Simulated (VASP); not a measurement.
Set up this calculation in VASP 6.6.1, as the native input.

```yaml
Task: single point
Functional: PBE
Dispersion: D3(BJ)
Potentials_or_basis: VASP PAW PBE potentials, release 64 (O, H, C, N)
Cutoff: 520 eV
k_mesh: 1 × 1 × 1
Occupations: fermi-dirac, width 0.05 eV
Spin: no spin polarisation
Dipole_correction: no
Further_INCAR_settings: LREAL = Auto; ALGO = Normal; EDIFF = 1e-07; NBANDS = 50
```

The structure of H15C2NO6 lies in POSCAR:

```
H15C2NO6
1.0
    6.6471370000      0.0000000000      0.0000000000
    0.0000000000      6.6471370000      0.0000000000
    0.0000000000      0.0000000000      6.6471370000
O H C N
6 15 2 1
Direct
    0.8413246184      0.0000150441      0.3497295151
    0.1363895464      0.5586766152      0.8026463122
    0.4510513323      0.7285693074      0.6039592685
    0.2297229619     -0.1432797308      0.0702257227
    0.7625689075      0.3191449191      0.8106497579
    0.3431703002      0.1926393273      0.6111352903
    0.7143977926      0.0098689105      0.4232799775
    0.8049931873      0.0207457737      0.2100001850
    0.0460799890      0.4805076231      0.8832223557
    0.2503032509      0.5767595884      0.8825905048
    0.4187065800      0.8536306684      0.6604196664
    0.3209953398      0.6585241135      0.6062459672
    0.1893145876     -0.0282076329      0.1528628039
    0.1171782679     -0.2247885067      0.0622373211
    0.8068135199      0.2918850627      0.6633983924
    0.6378986923      0.3779672361      0.8067382995
    0.2913735643      0.1566087776      0.7514513391
    0.2925770900      0.3255386492      0.5690570241
    0.6923431847      0.6962997754      0.0248528050
    0.5252637338      0.8302672263      0.1988826167
    0.7641936671      0.7019713901      0.2843028510
    0.6242687641      0.6967510975      0.1863057734
    0.5008020746      0.5071055403      0.2039675126
    0.3637656332      0.4086721847      0.2280681141
```

These files were run (other wordings do the same):

INCAR

```
PREC     = Accurate       # precision mode
ENCUT    = 520            # plane-wave cutoff, eV
EDIFF    = 1E-7           # SCF threshold, eV
ISMEAR   = -1             # smearing method
SIGMA    = 0.05           # smearing width, eV
LREAL    = Auto         
LASPH    = T              # aspherical terms in the spheres
NELM     = 100            # most SCF steps
ALGO     = Normal         # electronic algorithm
ISIF     = 2              # what is computed and relaxed
LWAVE    = F              # write WAVECAR
LCHARG   = F              # write CHGCAR
GGA      = PE             # functional
IVDW     = 12             # dispersion correction
NBANDS   = 50             # bands
```

KPOINTS

```
Automatic mesh
0
Gamma
  1 1 1
```

Potentials or basis: VASP PAW PBE potentials, release 64 (O, H, C, N).

The run is started by

```sh
$ cat potpaw_PBE.64/O/POTCAR potpaw_PBE.64/H/POTCAR potpaw_PBE.64/C/POTCAR potpaw_PBE.64/N/POTCAR > POTCAR
$ mpirun -np 1 vasp_gam > vasp.out
```

It gave:

The pressure is 1.0 GPa. The largest force is 6.205 eV/Å and the band gap on the k mesh is 4.42 eV. The dispersion energy per atom is -0.033 eV.

Caveat: the k points lie up to 0.95 Å⁻¹ apart.

Wall time 39 s on 1 thread of Intel(R) Xeon(R) Platinum 8259CL CPU @ 2.50GHz (Skylake/Cascade Lake) (shared host), peak memory 0.33 GiB.
